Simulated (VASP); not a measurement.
ZnRe:

```xyz
2
Lattice="2.7482 0.0000 0.0000 -1.3741 2.3800 0.0000 0.0000 0.0000 4.4042" Properties=species:S:1:pos:R:3 pbc="T T T"
Re    0.0000    1.5867    2.2021
Zn    0.0000    0.0000    0.0000
```

Base run:

```yaml
Program: VASP 6.6.1
Functional: PBE
Potentials_or_basis: VASP PAW PBE potentials, release 64 (Re, Zn)
Cutoff: 520 eV
k_mesh: 9 × 9 × 5
Occupations: fermi-dirac, width 0.05 eV
Spin: no spin polarisation
```

Its results: pressure 2.7 GPa.

Task: The run is repeated on the same cell with these changes: potentials or basis from VASP PAW PBE potentials, release 64 (Re, Zn) to VASP PAW PBE potentials, release 64 (Re_sv_GW, Zn); cutoff from 520 eV to 500 eV; further incar settings from ALGO = Normal; EDIFF = 1e-06; NBANDS = 16 to ALGO = Normal; EDIFF = 1e-06; NBANDS = 20; valence electrons from 19 to 27. What comes out?

Result: Pressure 1.9 GPa.
